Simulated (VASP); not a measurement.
# Au (Fm-3m) in VASP: a series of runs

Au is run at these levels: r2SCAN; tasks: single point, relaxation of cell and atoms.

Program: VASP 6.6.1. These are calculated values, not measurements. Logs are shortened: lines on timing, memory, paths and dates and some standing lists are left out, and cuts for length are marked.

## (1) The cell of the first run

It takes space group Fm-3m (No. 225, cubic). Conventional cell: a = 4.129 Å, b = 4.129 Å, c = 4.129 Å, α = 90.00°, β = 90.00°, γ = 90.00°. Within 3.8 Å of Au (site symmetry m-3m) lie 12 Au at 2.92 Å.

## (2) Single point, r2SCAN

Contents of POSCAR:

```
Au
1.0
    0.0000000000      2.0645791712      2.0645791712
    2.0645791712      0.0000000000      2.0645791712
    2.0645791712      2.0645791712      0.0000000000
Au
1
Direct
    0.0000000000      0.0000000000      0.0000000000
```

Contents of INCAR.step1:

```
PREC = Accurate
ENCUT = 550
ISMEAR = 1
SIGMA = 0.05
LREAL = False
LASPH = True
NELM = 120
NBANDS = 12
GGA = PE
ALGO = Normal
EDIFF = 1E-5
LWAVE = True
LCHARG = False
GGA_COMPAT = False
```

Contents of INCAR.step2:

```
PREC = Accurate
ENCUT = 550
EDIFF = 1E-6
ISMEAR = 1
SIGMA = 0.05
LREAL = False
LASPH = True
NELM = 120
ALGO = Normal
ISIF = 2
LWAVE = False
LCHARG = False
METAGGA = R2SCAN
LMIXTAU = True
NBANDS = 12
ISTART = 1
GGA_COMPAT = False
```

Contents of KPOINTS:

```
Automatic mesh
0
Gamma
  10 10 10
```

Potentials or basis: VASP PAW PBE potentials, release 64 (Au).

Run with:

```
$ cat potpaw_PBE.64/Au/POTCAR > POTCAR
$ cp INCAR.step1 INCAR
$ mpirun -np 1 vasp_std > vasp.out
$ cp INCAR.step2 INCAR
$ mpirun -np 1 vasp_std > vasp.out
```

OUTCAR:

```text
PREC = Accurate
   ENCUT = 550
   EDIFF = 1E-6
   ISMEAR = 1
   LREAL = False
   LASPH = True
   NELM = 120
   ISIF = 2
   METAGGA = R2SCAN
   ISTART = 1

 ion  position               nearest neighbor table
   1  0.000  0.000  0.000-

  LATTYP: Found a face centered cubic cell.
 ALAT       =     4.1291583424

  Lattice vectors:

 A1 = (   0.0000000000,   2.0645791712,   2.0645791712)
 A2 = (   2.0645791712,   0.0000000000,   2.0645791712)
 A3 = (   2.0645791712,   2.0645791712,   0.0000000000)

Analysis of symmetry for initial positions (statically):
=====================================================================
 Subroutine PRICEL returns:
 Original cell was already a primitive cell.

 Routine SETGRP: Setting up the symmetry group for a
 face centered cubic supercell.

 Subroutine GETGRP returns: Found 48 space group operations
 (whereof 48 operations were pure point group operations)
 out of a pool of 48 trial point group operations.

The static configuration has the point symmetry O_h .

Analysis of symmetry for dynamics (positions and initial velocities):
=====================================================================
 Subroutine PRICEL returns:
 Original cell was already a primitive cell.

 Routine SETGRP: Setting up the symmetry group for a
 face centered cubic supercell.

 Subroutine GETGRP returns: Found 48 space group operations
 (whereof 48 operations were pure point group operations)
 out of a pool of 48 trial point group operations.

The dynamic configuration has the point symmetry O_h .

 Subroutine INISYM returns: Found 48 space group operations
 (whereof 48 operations are pure point group operations),
 and found     1 'primitive' translations

----------------------------------------------------------------------------------------

                                     Primitive cell

  volume of cell :      17.6005

  direct lattice vectors                    reciprocal lattice vectors
     0.000000000  2.064579171  2.064579171    -0.242180105  0.242180105  0.242180105
     2.064579171  0.000000000  2.064579171     0.242180105 -0.242180105  0.242180105
     2.064579171  2.064579171  0.000000000     0.242180105  0.242180105 -0.242180105

  length of vectors
     2.919755865  2.919755865  2.919755865     0.419468246  0.419468246  0.419468246

  position of ions in fractional coordinates (direct lattice)
     0.000000000  0.000000000  0.000000000

  ion indices of the primitive-cell ions
   primitive index   ion index
                 1           1

----------------------------------------------------------------------------------------

 KPOINTS: Automatic mesh

Automatic generation of k-mesh.
 Grid dimensions read from file:
 generate k-points for:   10   10   10

 Generating k-lattice:

  Cartesian coordinates                     Fractional coordinates (reciprocal lattice)
    -0.024218010  0.024218010  0.024218010     0.100000000  0.000000000  0.000000000
     0.024218010 -0.024218010  0.024218010     0.000000000  0.100000000  0.000000000
     0.024218010  0.024218010 -0.024218010     0.000000000  0.000000000  0.100000000

  Length of vectors
     0.041946825  0.041946825  0.041946825

  Shift w.r.t. Gamma in fractional coordinates (k-lattice)
     0.000000000  0.000000000  0.000000000

 Subroutine IBZKPT returns following result:
 ===========================================

 Found     47 irreducible k-points:

 Following reciprocal coordinates:
            Coordinates               Weight
  0.000000  0.000000  0.000000      1.000000
  0.100000  0.000000  0.000000      8.000000
  0.200000  0.000000  0.000000      8.000000
  0.300000  0.000000  0.000000      8.000000
  0.400000  0.000000  0.000000      8.000000
  0.500000  0.000000  0.000000      4.000000
[... 16 lines left out ...]
  0.300000  0.300000  0.000000      6.000000
  0.400000  0.300000  0.000000     24.000000
 [... further k-points ...]
   k-points           NKPTS =     47   k-points in BZ     NKDIM =     47   number of bands    NBANDS=     12
   number of dos      NEDOS =    301   number of ions     NIONS =      1
   total plane-waves  NPLWV =  13824
   dimension x,y,z NGX =    24 NGY =   24 NGZ =   24
   dimension x,y,z NGXF=    48 NGYF=   48 NGZF=   48
   ions per type =               1
   NGX,Y,Z   is equivalent  to a cutoff of  13.67, 13.67, 13.67 a.u.
   NGXF,Y,Z  is equivalent  to a cutoff of  27.33, 27.33, 27.33 a.u.
 SYSTEM =  unknown system
   PREC   = accura    normal or accurate (medium, high low for compatibility)
   ISTART =      1    job   : 0-new  1-cont  2-samecut
   ICHARG =      0    charge: 1-file 2-atom 10-const
   ISPIN  =      1    spin polarized calculation?
   LNONCOLLINEAR =      F non collinear calculations
   LSORBIT =      F    spin-orbit coupling
   LASPH  =      T    aspherical Exc in radial PAW
   ENCUT  =  550.0 eV  40.42 Ry    6.36 a.u.   5.58  5.58  5.58*2*pi/ulx,y,z
   NELM   =    120;   NELMIN=  2; NELMDL=  0     # of ELM steps
   EDIFF  = 0.1E-05   stopping-criterion for ELM
   LREAL  =      F    real-space projection
   EDIFFG = 0.1E-04   stopping-criterion for IOM
   NSW    =      0    number of steps for IOM
   IBRION =     -1    ionic relax: 0-MD 1-quasi-New 2-CG
   NFREE  =      0    steps in history (QN), initial steepest desc. (CG)
   ISIF   =      2    stress and relaxation
   ISYM   =      2    0-nonsym 1-usesym 2-fastsym
   POTIM  = 0.5000    time-step for ionic-motion
   TEBEG  =    0.0;   TEEND  =   0.0 temperature during run
   PSTRESS=    0.0 pullay stress
   NELECT =      11.0000    total number of electrons
   NUPDOWN=      -1.0000    fix difference up-down
   EMIN   =  10.00;   EMAX   =-10.00  energy-range for DOS
   EFERMI =   0.00;   METHOD = LEGACY
   ISMEAR =     1;   SIGMA  =   0.05  broadening in eV -4-tet -1-fermi 0-gaus
   EFERMI_NEDOS =   21; number of points for ismear=-14 and -15
   IALGO  =     38    algorithm
   IMIX   =      4    mixing-type and parameters
     AMIX     =   0.40;   BMIX     =  1.00
     AMIX_MAG =   1.60;   BMIX_MAG =  1.00
  volume/ion in A,a.u.               =      17.60       118.77
  Fermi-wavevector in a.u.,A,eV,Ry     =   1.399687  2.645024 26.655487  1.959123
  Thomas-Fermi vector in A             =   2.522722
   LORBIT       =      0    0 simple, 1 ext, 2 COOP (PROOUT), +10 PAW based schemes
   METAGGA = R2SCAN    functional components
   LHFCALC =     F    Hartree Fock is set to
   AEXX    =    0.0000 exact exchange contribution
   IVDW    =     0    specifies the selected vdW correction
   LEPSILON=     F    determine dielectric tensor
   LRPA    =     F    only Hartree local field effects (RPA)
 non-spin polarized calculation
 Methfessel and Paxton  Order N= 1 SIGMA  =   0.05
  energy-cutoff  :      550.00
  volume of cell :       17.60
 maximum number of plane-waves:       532
 NGX is ok and might be reduce to    24
   NGX = 11   NGY = 11   NGZ = 11

 number of electron      11.0000001 magnetization

 Free energy of the ion-electron system (eV)
  ---------------------------------------------------
  ext. energy  EPLUGINS =         0.00000000
  ---------------------------------------------------
  free energy    TOTEN  =       -50.57499966 eV

  energy without entropy =      -50.57469903  energy(sigma->0) =      -50.57489945

 E-fermi :   8.8297     XC(G=0): -13.3963

 val. band max:        8.6164948569   @ k =   0.5000   0.2000   0.1000
 cond. band min:       8.8532498324   @ k =   0.5000   0.3000   0.1000
 fundamental gap:      0.2367549755
 Fermi energy:         8.8296652669

 k-point     1 :       0.0000    0.0000    0.0000
  band No.  band energies     occupation
      1      -0.9392      2.00000
      2       4.0312      2.00000
      3       4.0312      2.00000
      4       4.0312      2.00000
      5       5.4792      2.00000
      6       5.4792      2.00000
      7      24.1629      0.00000
      8      28.0512      0.00000
      9      28.0512      0.00000
     10      28.0512      0.00000
     11      33.2140      0.00000
     12      37.3364      0.00000

 k-point     2 :       0.1000    0.0000    0.0000
  band No.  band energies     occupation
      1      -0.5921      2.00000
      2       3.9332      2.00000
      3       4.1417      2.00000
      4       4.1417      2.00000
      5       5.4370      2.00000
      6       5.4370      2.00000
      7      24.4820      0.00000
      8      26.1268      0.00000
      9      28.4210      0.00000
     10      28.4210      0.00000
     11      33.5426      0.00000
     12      35.7091      0.00000

 k-point     3 :       0.2000    0.0000    0.0000
  band No.  band energies     occupation
      1       0.3298      2.00000
      2       3.8258      2.00000
      3       4.3075      2.00000
      4       4.3075      2.00000
      5       5.4860      2.00000
      6       5.4860      2.00000
      7      22.2830      0.00000
      8      25.3250      0.00000
      9      29.1801      0.00000
     10      29.1801      0.00000
     11      31.3808      0.00000
     12      33.2714      0.00000

 k-point     4 :       0.3000    0.0000    0.0000
  band No.  band energies     occupation
      1       1.2471      2.00000
      2       4.2331      2.00000
      3       4.2331      2.00000
      4       4.4098      2.00000
      5       5.9052      2.00000
      6       5.9052      2.00000
      7      18.2299      0.00000
      8      24.8079      0.00000
      9      28.6393      0.00000
     10      28.6393      0.00000
     11      32.0134      0.00000
     12      32.6837      0.00000

 k-point     5 :       0.4000    0.0000    0.0000
  band No.  band energies     occupation
      1       1.5038      2.00000
      2       4.0632      2.00000
      3       4.0632      2.00000
      4       6.3392      2.00000
      5       6.4300      2.00000
      6       6.4300      2.00000
      7      14.2537      0.00000
      8      23.9632      0.00000
      9      27.1094      0.00000
     10      27.1094      0.00000
     11      33.7048      0.00000
     12      33.7048      0.00000
[... 228 lines left out ...]
      1       2.4814      2.00000
      2       3.6962      2.00000
      3       4.1501      2.00000
      4       4.7242      2.00000
      5       5.7109      2.00000
      6       8.4345      2.00000
      7      16.3547      0.00000
      8      20.5431      0.00000
      9      25.7893      0.00000
     10      27.4024      0.00000
     11      31.6763      0.00000
     12      35.0229      0.00000

 k-point    22 :      -0.2000    0.2000    0.0000
  band No.  band energies     occupation
      1       2.0046      2.00000
      2       3.4436      2.00000
      3       4.1551      2.00000
      4       4.8778      2.00000
      5       5.0403      2.00000
      6       7.0926      2.00000
      7      19.6471      0.00000
      8      21.6018      0.00000
      9      26.7559      0.00000
     10      29.4126      0.00000
     11      30.1437      0.00000
     12      34.8896      0.00000

 k-point    23 :       0.3000    0.3000    0.0000
  band No.  band energies     occupation
      1       1.9348      2.00000
      2       2.6488      2.00000
      3       5.1919      2.00000
      4       5.6963      2.00000
      5       5.6963      2.00000
      6       6.1919      2.00000
      7      22.5156      0.00000
      8      22.5156      0.00000
      9      22.9770      0.00000
     10      25.7704      0.00000
     11      27.4713      0.00000
     12      36.8670      0.00000

 k-point    24 :       0.4000    0.3000    0.0000
  band No.  band energies     occupation
      1       2.1490      2.00000
      2       2.5247      2.00000
      3       5.1893      2.00000
      4       5.7894      2.00000
      5       6.5862      2.00000
      6       7.3443      2.00000
      7      18.8409      0.00000
      8      21.2202      0.00000
      9      21.5311      0.00000
     10      26.6645      0.00000
     11      28.8642      0.00000
     12      36.9594      0.00000

 [... further k-points ...]

------------------------ aborting loop because EDIFF is reached ----------------------------------------

  FORCE on cell =-STRESS in cart. coord.  units (eV):
  Direction    XX          YY          ZZ          XY          YZ          ZX
  --------------------------------------------------------------------------------------
  -------------------------------------------------------------------------------------
  Total        0.0315472      0.0315472      0.0315472      0.0000000      0.0000000     -0.0000000
  in kB        2.8717521      2.8717521      2.8717521      0.0000000      0.0000000     -0.0000000
  external PRESSURE =       2.8717521 kB  Pullay stress =       0.0000000 kB

 VOLUME and BASIS-vectors are now :
 -----------------------------------------------------------------------------
  energy-cutoff  :      550.00
  volume of cell :       17.60
      direct lattice vectors                 reciprocal lattice vectors
     0.000000000  2.064579171  2.064579171    -0.242180105  0.242180105  0.242180105
     2.064579171  0.000000000  2.064579171     0.242180105 -0.242180105  0.242180105
     2.064579171  2.064579171  0.000000000     0.242180105  0.242180105 -0.242180105

 POSITION                                       TOTAL-FORCE (eV/Angst)
 -----------------------------------------------------------------------------------
      0.00000      0.00000      0.00000        -0.000000      0.000000      0.000000
 -----------------------------------------------------------------------------------
    total drift:                               -0.000000      0.000000     -0.000000

  FREE ENERGIE OF THE ION-ELECTRON SYSTEM (eV)
  ---------------------------------------------------
  free  energy   TOTEN  =       -50.5749996552 eV

  energy  without entropy=      -50.5746990319  energy(sigma->0) =      -50.57489945
```

Run time: 17 s. Hardware: 1 thread of Intel Xeon 6975P-C (Granite Rapids), shared host; peak memory 0.15 GiB.

Results:

| Item | Value |
| --- | --- |
| Free energy | -50.5750 eV |
| Pressure | 0.3 GPa |
| Band gap on the k mesh | zero (an odd number of electrons rules out a gap without spin polarisation) |

Caveat: the PAW data sets were made with another functional, which shifts forces and pressure a little; spin-orbit coupling is left out, which moves the levels of the heavy elements.

## (3) Relaxation of cell and atoms, r2SCAN

This run uses another cell than the first one, of 16.85 Å³/atom.

Contents of POSCAR:

```
Au
1.0
    0.0000000000      2.0350000000      2.0350000000
    2.0350000000      0.0000000000      2.0350000000
    2.0350000000      2.0350000000      0.0000000000
Au
1
Direct
    0.0000000000      0.0000000000      0.0000000000
```

Contents of INCAR.step1:

```
PREC     = Accurate       # precision mode
ENCUT    = 550            # plane-wave cutoff, eV
ISMEAR   = 1              # smearing method
SIGMA    = 0.05           # smearing width, eV
LREAL    = False          # projectors in reciprocal space
LASPH    = True           # aspherical terms in the spheres
NELM     = 120            # most SCF steps
GGA      = PE             # functional
ALGO     = Normal         # electronic algorithm
EDIFF    = 1E-5           # SCF threshold, eV
LWAVE    = True           # write WAVECAR
LCHARG   = False          # write CHGCAR
GGA_COMPAT= False        
IBRION   = 2              # ionic algorithm
ISIF     = 3              # what is computed and relaxed
EDIFFG   = -0.005         # ionic threshold
NELMIN   = 4            
NSW      = 100            # ionic steps
```

Contents of INCAR.step2:

```
PREC     = Accurate       # precision mode
ENCUT    = 550            # plane-wave cutoff, eV
EDIFF    = 1E-7           # SCF threshold, eV
ISMEAR   = 1              # smearing method
SIGMA    = 0.05           # smearing width, eV
LREAL    = False          # projectors in reciprocal space
LASPH    = True           # aspherical terms in the spheres
NELM     = 120            # most SCF steps
ALGO     = Normal         # electronic algorithm
ISIF     = 3              # what is computed and relaxed
LWAVE    = False          # write WAVECAR
LCHARG   = False          # write CHGCAR
METAGGA  = R2SCAN         # meta-GGA
LMIXTAU  = True         
IBRION   = 2              # ionic algorithm
NSW      = 80             # ionic steps
EDIFFG   = -0.01          # ionic threshold
ISTART   = 1            
GGA_COMPAT= False        
NELMIN   = 4
```

Contents of KPOINTS:

```
regular mesh
0
Gamma
  10 10 10
```

Potentials or basis: VASP PAW PBE potentials, release 64 (Au).

Run with:

```
$ cat potpaw_PBE.64/Au/POTCAR > POTCAR
$ cp INCAR.step1 INCAR
$ mpirun -np 1 vasp_std > vasp.out
$ cp INCAR.step2 INCAR
$ mpirun -np 1 vasp_std > vasp.out
```

Wall time 72 s (1 thread of Intel Xeon 6975P-C (Granite Rapids), shared host); peak memory 0.16 GiB.

It converged, with:

```
Free energy                           : -50.5746 eV
Relaxed volume                        : 17.63 Å³/atom
Relaxed cell                          : a = 2.921 Å, b = 2.921 Å, c = 2.921 Å, α = 60.00°, β = 60.00°, γ = 60.00°
Space group after relaxing (to 0.1 Å) : Fm-3m (No. 225)
Energy gained by relaxing             : 18.3 meV/atom
Ionic steps                           : 4
Pressure after relaxing               : 0.0 GPa
Band gap on the k mesh                : zero (an odd number of electrons rules out a gap without spin polarisation)
```

The path:
| step | energy change (eV) | largest force (eV/Å) | pressure (GPa) | volume (Å³) |
| --- | --- | --- | --- | --- |
| 1 | 0.0000 | 0.0000 | 8.00 | 16.85 |
| 2 | 0.0244 | 0.0000 | -9.23 | 18.99 |
| 3 | -0.0183 | 0.0000 | -0.14 | 17.65 |
| 4 | -0.0183 | 0.0000 | 0.00 | 17.63 |

Final structure:
```xyz
1
Lattice="0.0000 2.0658 2.0658 2.0658 0.0000 2.0658 2.0658 2.0658 0.0000" Properties=species:S:1:pos:R:3 pbc="T T T"
Au    0.0000    0.0000    0.0000
```

Levels at points of the mesh, in eV from the Fermi level:
```
           k point  band 2  band 3  band 4  band 5  band 6  band 7  band 8  band 9
(0.00, 0.00, 0.00)   -4.79   -4.79   -4.79   -3.34   -3.34   15.34   19.21   19.21
(0.50, 0.00, 0.00)   -4.83   -4.83   -2.17   -2.17   -0.67    2.96   14.81   17.62
(0.50, 0.50, 0.00)   -6.78   -2.23   -1.85   -1.85    1.26    5.70   10.39   10.39
```

Caveat: the PAW data sets were made with another functional, which shifts forces and pressure a little; spin-orbit coupling is left out, which moves the levels of the heavy elements.
